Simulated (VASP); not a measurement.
A run of VASP 6.6.1 is set up as follows.

File POSCAR:

```
SnSe
1.0
    4.2853274191      0.0000000000      0.0000000000
    0.0000000000      4.2853274191      0.0000000000
    0.0000000000      0.0000000000     10.9906921300
Sn Se
2 2
Direct
    0.0000000000      0.5000000000      0.6277708900
    0.5000000000      0.0000000000      0.3722291100
    0.0000000000      0.5000000000      0.3839605100
    0.5000000000      0.0000000000      0.6160394900
```

INCAR.step1

```
SYSTEM = SnSe
PREC = Accurate
ENCUT = 520
EDIFF = 1E-5
ISMEAR = -1
SIGMA = 0.05
LREAL = .False.
LASPH = .True.
NELM = 80
ALGO = Normal
ISIF = 2
LWAVE = .True.
LCHARG = .False.
GGA = PE
NBANDS = 28
```

Contents of INCAR.step2:

```
SYSTEM = SnSe
PREC = Accurate
ENCUT = 520
EDIFF = 1E-6
ISMEAR = -1
SIGMA = 0.05
LREAL = .False.
LASPH = .True.
NELM = 80
ALGO = Normal
ISIF = 2
LWAVE = .False.
LCHARG = .False.
GGA = PE
LHFCALC = .True.
AEXX = 0.15
HFSCREEN = 0.2
PRECFOCK = Normal
ISTART = 1
NBANDS = 28
```

Contents of KPOINTS:

```
regular mesh
0
Gamma
  3 3 2
  0 0 0
```

Potentials or basis: VASP PAW PBE potentials, release 64 (Sn_d, Se).

The run is started by

```bash
$ cat potpaw_PBE.64/Sn_d/POTCAR potpaw_PBE.64/Se/POTCAR > POTCAR
$ cp INCAR.step1 INCAR
$ mpirun -np 1 vasp_std > vasp.out
$ cp INCAR.step2 INCAR
$ mpirun -np 1 vasp_std > vasp.out
```

Task: Predict the band gap on the k mesh.

Result: 1.81 eV, direct.

Task: What does it give for the largest force?

Result: 0.492 eV/Å.

Forces on the atoms (eV/Å):
```
Sn   0.000  0.000  0.118
Sn   0.000  0.000 -0.118
Se   0.000  0.000 -0.492
Se   0.000  0.000  0.492
```

Caveat: the k points lie up to 0.49 Å⁻¹ apart; the PAW data sets were made with another functional, which shifts forces and pressure a little; spin-orbit coupling is left out, which moves the levels of the heavy elements.
